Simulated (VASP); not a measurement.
Crystal: ZrB.

```xyz
2
Lattice="0.0000 2.3250 2.3250 2.3250 0.0000 2.3250 2.3250 2.3250 0.0000" Properties=species:S:1:pos:R:3 pbc="T T T"
Zr    0.0000    0.0000    0.0000
B     2.3250    2.3250    2.3250
```

* Program: VASP 6.6.1
* Task: relaxation of cell and atoms
* Functional: PBE
* Potentials or basis: VASP PAW PBE potentials, release 64 (Zr_sv, B)
* Cutoff: 500 eV
* k mesh: 6 × 6 × 6
* Occupations: gaussian, width 0.1 eV
* Spin: no spin polarisation

At the start: pressure 35.1 GPa; volume 12.57 Å³/atom.

**Question.** Where does the relaxation end?

**Answer.** Over 4 steps the energy falls by 211.0 meV/atom and the volume is 14.78 Å³/atom (+17.6 %); space group Fm-3m (No. 225, to 0.05 Å).

The path:
```
step  energy change (eV)  largest force (eV/Å)  pressure (GPa)  volume (Å³)
   1              0.0000                0.0000           35.09        25.14
   2              0.1596                0.0000          -22.39        36.54
   3             -0.4212                0.0000           -1.17        29.75
   4             -0.4220                0.0000           -0.20        29.57
```

Final structure:
```
Zr B
1.0
     0.00000    2.45432    2.45432
     2.45432    0.00000    2.45432
     2.45432    2.45432    0.00000
Zr B
1 1
Direct
  0.00000 0.00000 0.00000
  0.50000 0.50000 0.50000
```

Caveat: the k points lie up to 0.37 Å⁻¹ apart in the final cell; the volume moved by over 15 % at a fixed basis, so the end points are rough; the volume moved by +18 % from the deposited cell, more than functionals usually miss.
